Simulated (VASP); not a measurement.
# ZrB (Fm-3m) in VASP: notebook, part 2 of 2

VASP 6.6.1. Earlier steps stand in the parts before.

### Step 3. Single point, LDA (13.54 Å³/atom)

This run uses another cell than the first one, of 13.54 Å³/atom.

INCAR reads:

```
SYSTEM = ZrB
ALGO = Normal
EDIFF = 1E-6
ENCUT = 500
GGA_COMPAT = .FALSE.
ISIF = 2
ISMEAR = 0
LASPH = .TRUE.
LCHARG = .FALSE.
LREAL = .FALSE.
LWAVE = .FALSE.
NBANDS = 14
NELM = 120
PREC = Accurate
SIGMA = 0.05
```

KPOINTS reads:

```
k-points
0
G
  8 8 8
  0 0 0
```

POSCAR reads:

```
ZrB
1.0
    0.0000000000      2.3833148506      2.3833148506
    2.3833148506      0.0000000000      2.3833148506
    2.3833148506      2.3833148506      0.0000000000
Zr B
1 1
Direct
    0.5000000000      0.5000000000      0.5000000000
    0.0000000000      0.0000000000      0.0000000000
```

Potentials or basis: VASP PAW LDA potentials, release 64 (Zr_sv, B).

On the command line:

```
cat potpaw_LDA.64/Zr_sv/POTCAR potpaw_LDA.64/B/POTCAR > POTCAR
mpirun -np 1 vasp_std > vasp.out
```

OUTCAR:

```text
SYSTEM = ZrB
   EDIFF = 1E-6
   ENCUT = 500
   ISIF = 2
   ISMEAR = 0
   LASPH = .TRUE.
   LREAL = .FALSE.
   NELM = 120
   PREC = Accurate

 ion  position               nearest neighbor table
   1  0.500  0.500  0.500-   2 2.38   2 2.38   2 2.38   2 2.38   2 2.38   2 2.38
   2  0.000  0.000  0.000-   1 2.38   1 2.38   1 2.38   1 2.38   1 2.38   1 2.38

  LATTYP: Found a face centered cubic cell.
 ALAT       =     4.7666297012

  Lattice vectors:

 A1 = (   0.0000000000,   2.3833148506,   2.3833148506)
[... 594 lines left out ...]

------------------------ aborting loop because EDIFF is reached ----------------------------------------

  FORCE on cell =-STRESS in cart. coord.  units (eV):
  Direction    XX          YY          ZZ          XY          YZ          ZX
  --------------------------------------------------------------------------------------
  -------------------------------------------------------------------------------------
  Total        1.3941496      1.3941496      1.3941496      0.0000000      0.0000000      0.0000000
  in kB       82.4984328     82.4984328     82.4984328      0.0000000      0.0000000      0.0000000
  external PRESSURE =      82.4984328 kB  Pullay stress =       0.0000000 kB

 VOLUME and BASIS-vectors are now :
 -----------------------------------------------------------------------------
  energy-cutoff  :      500.00
  volume of cell :       27.08
      direct lattice vectors                 reciprocal lattice vectors
     0.000000000  2.383314851  2.383314851    -0.209791837  0.209791837  0.209791837
     2.383314851  0.000000000  2.383314851     0.209791837 -0.209791837  0.209791837
     2.383314851  2.383314851  0.000000000     0.209791837  0.209791837 -0.209791837

 POSITION                                       TOTAL-FORCE (eV/Angst)
 -----------------------------------------------------------------------------------
      2.38331      2.38331      2.38331         0.000000     -0.000000      0.000000
      0.00000      0.00000      0.00000        -0.000000      0.000000     -0.000000
 -----------------------------------------------------------------------------------
    total drift:                                0.000000      0.000000      0.000000

  FREE ENERGIE OF THE ION-ELECTRON SYSTEM (eV)
  ---------------------------------------------------
  free  energy   TOTEN  =       -17.4843391382 eV

  energy  without entropy=      -17.4826862451  energy(sigma->0) =      -17.48351269
```

It took 20 s on 1 thread of Intel Xeon Platinum 8259CL at 2.50GHz (Skylake/Cascade Lake), shared host; peak memory 0.13 GiB.

Results:

- Free energy: -17.4843 eV
- Pressure: 8.2 GPa
- Band gap on the k mesh: zero (an odd number of electrons rules out a gap without spin polarisation)

Caveat: the cell stands under pressure.

### Step 4. Single point, PBE+D3(BJ) (14.08 Å³/atom)

This run uses another cell than the first one, of 14.08 Å³/atom.

INCAR reads:

```
PREC = Accurate
ENCUT = 500
EDIFF = 1E-6
ISMEAR = 0
SIGMA = 0.05
LREAL = F
LASPH = T
NELM = 120
ALGO = Normal
ISIF = 2
LWAVE = F
LCHARG = T
GGA = PE
IVDW = 12
LELF = T
LVHAR = T
NBANDS = 14
GGA_COMPAT = F
```

KPOINTS reads:

```
regular mesh
0
Gamma
  8 8 8
```

POSCAR reads:

```
ZrB
1.0
    0.0000000000      2.4145111582      2.4145111582
    2.4145111582      0.0000000000      2.4145111582
    2.4145111582      2.4145111582      0.0000000000
Zr B
1 1
Direct
    0.5000000000      0.5000000000      0.5000000000
    0.0000000000      0.0000000000      0.0000000000
```

Potentials or basis: VASP PAW PBE potentials, release 64 (Zr_sv, B).

On the command line:

```
cat potpaw_PBE.64/Zr_sv/POTCAR potpaw_PBE.64/B/POTCAR > POTCAR
mpirun -np 1 vasp_std > vasp.out
```

Run time: 26 s. Hardware: 1 thread of Intel Xeon Platinum 8259CL at 2.50GHz (Skylake/Cascade Lake), shared host; peak memory 0.17 GiB.

The run converged. Its results:

```yaml
Free_energy: -16.7646 eV
Pressure: 3.6 GPa
Band_gap_on_the_k_mesh: zero (an odd number of electrons rules out a gap without spin polarisation)
Dispersion_energy_per_atom: -0.400 eV
```

Levels at points of the mesh, in eV from the Fermi level:
| k point | band 5 | band 6 | band 7 | band 8 | band 9 | band 10 | band 11 | band 12 |
| --- | --- | --- | --- | --- | --- | --- | --- | --- |
| (0.00, 0.00, 0.00) | -8.17 | 1.77 | 1.77 | 1.77 | 3.26 | 3.26 | 3.51 | 3.51 |
| (0.50, 0.00, 0.00) | -4.08 | -3.94 | -1.25 | -1.25 | 5.05 | 5.05 | 6.41 | 7.68 |
| (0.50, 0.50, 0.00) | -6.24 | -0.90 | -0.71 | 2.15 | 2.15 | 4.77 | 6.02 | 6.02 |

Caveat: the cell stands under pressure.

### Step 5. Single point, PBE+D3(BJ) (14.07 Å³/atom)

This run uses another cell than the first one, of 14.07 Å³/atom.

INCAR reads:

```
SYSTEM = ZrB
ALGO     = Normal         ! electronic algorithm
EDIFF    = 1E-6           ! SCF threshold, eV
ENCUT    = 500            ! plane-wave cutoff, eV
GGA      = PE             ! functional
GGA_COMPAT= .FALSE.      
ISIF     = 2              ! what is computed and relaxed
ISMEAR   = 0              ! smearing method
IVDW     = 12             ! dispersion correction
LASPH    = .TRUE.         ! aspherical terms in the spheres
LCHARG   = .FALSE.        ! write CHGCAR
LREAL    = .FALSE.        ! projectors in reciprocal space
LWAVE    = .FALSE.        ! write WAVECAR
NBANDS   = 14             ! bands
NELM     = 120            ! most SCF steps
PREC     = Accurate       ! precision mode
SIGMA    = 0.05           ! smearing width, eV
```

KPOINTS reads:

```
k-points
0
G
  8 8 8
  0 0 0
```

POSCAR reads:

```
ZrB
1.0
    0.0000000000      2.4142505228      2.4142505228
    2.4142505228      0.0000000000      2.4142505228
    2.4142505228      2.4142505228      0.0000000000
Zr B
1 1
Direct
    0.5000000000      0.5000000000      0.5000000000
    0.0000000000      0.0000000000      0.0000000000
```

Potentials or basis: VASP PAW PBE potentials, release 64 (Zr_sv, B).

On the command line:

```
cat potpaw_PBE.64/Zr_sv/POTCAR potpaw_PBE.64/B/POTCAR > POTCAR
mpirun -np 1 vasp_std > vasp.out
```

OUTCAR:

```text
SYSTEM = ZrB
   EDIFF = 1E-6
   ENCUT = 500
   GGA = PE
   ISIF = 2
   ISMEAR = 0
   IVDW = 12
   LASPH = .TRUE.
   LREAL = .FALSE.
   NELM = 120
   PREC = Accurate
 IVDW          = 12

 ion  position               nearest neighbor table
   1  0.500  0.500  0.500-   2 2.41   2 2.41   2 2.41   2 2.41   2 2.41   2 2.41
   2  0.000  0.000  0.000-   1 2.41   1 2.41   1 2.41   1 2.41   1 2.41   1 2.41

  LATTYP: Found a face centered cubic cell.
 ALAT       =     4.8285010456

  Lattice vectors:

 A1 = (   0.0000000000,   2.4142505228,   2.4142505228)
 A2 = (   2.4142505228,   0.0000000000,   2.4142505228)
 A3 = (   2.4142505228,   2.4142505228,   0.0000000000)

[... 593 lines left out ...]

 Edisp (eV)   -0.80109

 E8    (eV) :    -0.3739

  FORCE on cell =-STRESS in cart. coord.  units (eV):
  Direction    XX          YY          ZZ          XY          YZ          ZX
  --------------------------------------------------------------------------------------
  -------------------------------------------------------------------------------------
  Total       0.64962     0.64962     0.64962    -0.00000    -0.00000     0.00000
  in kB      36.98213    36.98213    36.98213    -0.00000    -0.00000     0.00000
  external pressure =       36.98 kB  Pullay stress =        0.00 kB

 VOLUME and BASIS-vectors are now :
 -----------------------------------------------------------------------------
  energy-cutoff  :      500.00
  volume of cell :       28.14
      direct lattice vectors                 reciprocal lattice vectors
     0.000000000  2.414250523  2.414250523    -0.207103611  0.207103611  0.207103611
     2.414250523  0.000000000  2.414250523     0.207103611 -0.207103611  0.207103611
     2.414250523  2.414250523  0.000000000     0.207103611  0.207103611 -0.207103611

 POSITION                                       TOTAL-FORCE (eV/Angst)
 -----------------------------------------------------------------------------------
      2.41425      2.41425      2.41425         0.000000      0.000000     -0.000000
      0.00000      0.00000      0.00000        -0.000000     -0.000000      0.000000
 -----------------------------------------------------------------------------------
    total drift:                                0.000000      0.000000      0.000000

  FREE ENERGIE OF THE ION-ELECTRON SYSTEM (eV)
  ---------------------------------------------------
  free  energy   TOTEN  =       -16.7643996987 eV

  energy  without entropy=      -16.7631299555  energy(sigma->0) =      -16.76376483
```

stdout:

```text
POSCAR found type information on POSCAR ZrB
 POSCAR found :  2 types and       2 ions
 scaLAPACK will be used
 LDA part: xc-table for (Slater+PW92), standard interpolation
 POSCAR, INCAR and KPOINTS ok, starting setup
 FFT: planning ... GRIDC
 FFT: planning ... GRID_SOFT
 FFT: planning ... GRID
 WAVECAR not read
 entering main loop
```

Wall time 24 s (1 thread of Intel Xeon Platinum 8259CL at 2.50GHz (Skylake/Cascade Lake), shared host); peak memory 0.16 GiB.

Results:

```yaml
Free_energy: -16.7644 eV
Pressure: 3.7 GPa
Band_gap_on_the_k_mesh: zero (an odd number of electrons rules out a gap without spin polarisation)
Dispersion_energy_per_atom: -0.401 eV
```

Caveat: the cell stands under pressure.

### Step 6. Summary

```tsv
level	potentials or basis	cell	gap on the mesh (eV)	pressure (GPa)
LDA	VASP PAW LDA potentials, release 64 (Zr_sv, B)	a = 3.394 Å, angles 60.0°, 2 atoms	none	4.1
LDA	VASP PAW LDA potentials, release 64 (Zr_sv, B)	a = 3.371 Å, angles 60.0°, 2 atoms	none	8.2
PBE+D3(BJ)	VASP PAW PBE potentials, release 64 (Zr_sv, B)	a = 3.415 Å, angles 60.0°, 2 atoms	none	3.6
PBE+D3(BJ)	VASP PAW PBE potentials, release 64 (Zr_sv, B)	a = 3.414 Å, angles 60.0°, 2 atoms	none	3.7
```

Alike in all rows: task single point; no spin polarisation; k mesh 8 × 8 × 8; cutoff (eV) 500; smearing gaussian 0.05 eV.

Caveats: the cell stands under pressure.

Absolute energies hang on the potentials; compare differences alone.
